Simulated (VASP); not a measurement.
## MnS: electric field gradients with PBE

MnS:

```xyz
2
Lattice="0.0000 2.8000 2.8000 2.8000 0.0000 2.8000 2.8000 2.8000 0.0000" Properties=species:S:1:pos:R:3 pbc="T T T"
Mn    0.0000    0.0000    0.0000
S     4.2000    4.2000    4.2000
```

```
Program                : VASP 6.6.1
Task                   : electric field gradients
Functional             : PBE
Potentials or basis    : VASP PAW PBE potentials, release 64 (Mn_pv, S)
Cutoff                 : 520 eV
k mesh                 : 10 × 10 × 10
Occupations            : fermi-dirac, width 0.03 eV
Spin                   : collinear spin, ferromagnetic start
Starting moments       : [4.0, 0.0] μB
Dipole correction      : no
Further INCAR settings : ALGO = Normal; EDIFF = 1e-08; NBANDS = 20
```

```yaml
Pressure: 1.2 GPa
Net_moment: 4.93 μB per cell
Site_moments: Mn +4.33; S +0.09 μB
Largest_electric_field_gradient_by_atom: under 0.05 V/Å² on every atom
Valence_electrons_inside_the_program's_atomic_spheres: Mn 11.38; S 3.77
```

Levels at points of the mesh, in eV from the Fermi level:
Spin up:
```
           k point  band 10  band 11  band 12  band 13  band 14  band 15
(0.00, 0.00, 0.00)     0.23     0.23     0.23     0.95     5.83     5.83
(0.50, 0.00, 0.00)    -2.90    -0.79    -0.79     2.94     6.27     6.27
(0.50, 0.50, 0.00)    -2.72    -2.16    -2.16     2.74     4.32     9.08
```
Spin down:
| k point | band 4 | band 5 | band 6 | band 7 | band 8 | band 9 | band 10 | band 11 |
| --- | --- | --- | --- | --- | --- | --- | --- | --- |
| (0.00, 0.00, 0.00) | -13.60 | -3.31 | -3.31 | -3.31 | 0.83 | 0.83 | 1.97 | 3.02 |
| (0.50, 0.00, 0.00) | -12.96 | -5.15 | -3.23 | -3.23 | 0.89 | 0.96 | 0.96 | 2.05 |
| (0.50, 0.50, 0.00) | -12.75 | -5.07 | -3.34 | -3.34 | 0.00 | 0.86 | 1.27 | 1.31 |

Wall time 120 s on 1 thread of Oxide Virtual Turin-like Processor, on a shared host, peak memory 0.19 GiB.

Caveat: a cell with one magnetic atom can't hold antiferromagnetic order, which such compounds often take; semilocal functionals often make such compounds metallic where correlation or magnetic order opens a gap, which also shifts bond lengths. With open d or f shells a metallic result of PBE can be an artefact of self-interaction; +U or a hybrid may open a gap.
